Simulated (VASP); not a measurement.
Write the native input for VASP 6.6.1 that does the following.

```
Task                   : single point
Functional             : PBE
Potentials or basis    : VASP PAW PBE potentials, release 64 (Nb_sv)
Cutoff                 : 520 eV
k mesh                 : 13 × 13 × 13
Occupations            : fermi-dirac, width 0.08 eV
Spin                   : no spin polarisation
Dipole correction      : no
Further INCAR settings : ALGO = Normal; EDIFF = 1e-06; NBANDS = 12
```

The structure of Nb lies in POSCAR:

```
Nb
1.0
    0.0000000000      2.0515500000      2.1150000000
    2.0515500000      0.0000000000      2.1150000000
    2.0515500000      2.0515500000      0.0000000000
Nb
1
Direct
    0.0000000000      0.0000000000      0.0000000000
```

This cell differs from its parent crystal: equal xx and yy strain of -3 %.

One way to write it, as run:

INCAR

```
PREC = Accurate
ENCUT = 520
EDIFF = 1E-6
ISMEAR = -1
SIGMA = 0.08
LREAL = False
LASPH = True
NELM = 80
ALGO = Normal
ISIF = 2
LWAVE = False
LCHARG = True
GGA = PE
LELF = True
LVHAR = True
NBANDS = 12
```

KPOINTS

```
regular mesh
0
Gamma
  13 13 13
```

Potentials or basis: VASP PAW PBE potentials, release 64 (Nb_sv).

Run with:

```bash
$ cat potpaw_PBE.64/Nb_sv/POTCAR > POTCAR
$ mpirun -np 1 vasp_std > vasp.out
```

Results of the run:

```
Pressure : 9.2 GPa
```

Caveat: the cell differs from its parent crystal (equal xx and yy strain of -3 %).

It took 25 s on 1 thread of Intel Xeon 6975P-C, with other jobs on the host, peak memory 0.17 GiB.
